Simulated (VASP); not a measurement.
Wanted: the native input for a VASP 6.6.1 run.

| Quantity | Value |
| --- | --- |
| Task | single point |
| Functional | PBE |
| Potentials or basis | VASP PAW PBE potentials, release 64 (B, P) |
| Cutoff | 520 eV |
| k mesh | 12 × 12 × 12 |
| Occupations | gaussian, width 0.05 eV |
| Spin | no spin polarisation |
| Dipole correction | no |
| Further INCAR settings | ALGO = Normal; EDIFF = 1e-06; NBANDS = 11 |

The structure of BP lies in POSCAR:

```
BP
1.0
    0.0000000000      2.3777705468      2.1941224940
    2.1941224940      0.0000000000      2.1941224940
    2.1941224940      2.3777705468      0.0000000000
B P
1 1
Direct
    0.0000000000      0.0000000000      0.0000000000
    0.7500000000      0.7500000000      0.7500000000
```

These files were run (other wordings do the same):

INCAR

```
SYSTEM = BP
PREC = Accurate ; ENCUT = 520
EDIFF = 1E-6 ; ISMEAR = 0
SIGMA = 0.05 ; LREAL = .FALSE.
LASPH = .TRUE. ; NELM = 60
ALGO = Normal ; ISIF = 2
LWAVE = .FALSE. ; LCHARG = .FALSE.
GGA = PE ; NBANDS = 11
```

KPOINTS

```
regular mesh
0
G
  12 12 12
  0 0 0
```

Potentials or basis: VASP PAW PBE potentials, release 64 (B, P).

Command:

```bash
$ cat potpaw_PBE.64/B/POTCAR potpaw_PBE.64/P/POTCAR > POTCAR
$ mpirun -np 1 vasp_std > vasp.out
```

It gave:

The pressure is 4.3 GPa. The band gap on the k mesh is 0.59 eV (least direct gap 3.03 eV).

Caveat: the cell stands under pressure.

Wall time 38 s on 1 thread of Intel Xeon 8259CL (shared host), peak memory 0.16 GiB.
